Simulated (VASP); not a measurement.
Input of a VASP 6.6.1 run:

Contents of INCAR:

```
SYSTEM = Cd
ALGO = Normal
EDIFF = 1E-6
ENCUT = 500
GGA = PE
GGA_COMPAT = .FALSE.
ISIF = 2
ISMEAR = 0
ISYM = 0
LASPH = .TRUE.
LCHARG = .TRUE.
LELF = .TRUE.
LREAL = .FALSE.
LVHAR = .TRUE.
LWAVE = .FALSE.
NBANDS = 19
NELM = 120
PREC = Accurate
SIGMA = 0.1
```

KPOINTS

```
Automatic mesh
0
Gamma
  3 3 1
  0.21 0.88 0.79
```

POSCAR

```
Cd
1.0
    2.9788725081      0.0000000000      0.0000000000
   -1.4894362540      2.5797792666      0.0000000000
    0.0000000000      0.0000000000      5.6176500000
Cd
2
Direct
    0.3333333333      0.6666666667      0.2500000000
    0.6666666667      0.3333333333      0.7500000000
```

Potentials or basis: VASP PAW PBE potentials, release 64 (Cd).

Run with:

```sh
$ cat potpaw_PBE.64/Cd/POTCAR > POTCAR
$ mpirun -np 1 vasp_std > vasp.out
```

Problem. Estimate the pressure.

Solution. 4.8 GPa.

Problem. Predict the band gap on the k mesh.

Solution. Zero (bands 12 and 13 overlap by 1.41 eV).

Stress tensor (GPa, compression positive):
```
2.64 0.00 0.00
0.00 2.64 0.00
0.00 0.00 9.21
```

Caveat: the k points lie up to 1.12 Å⁻¹ apart, too coarse for converged energies and pressures of a metal.
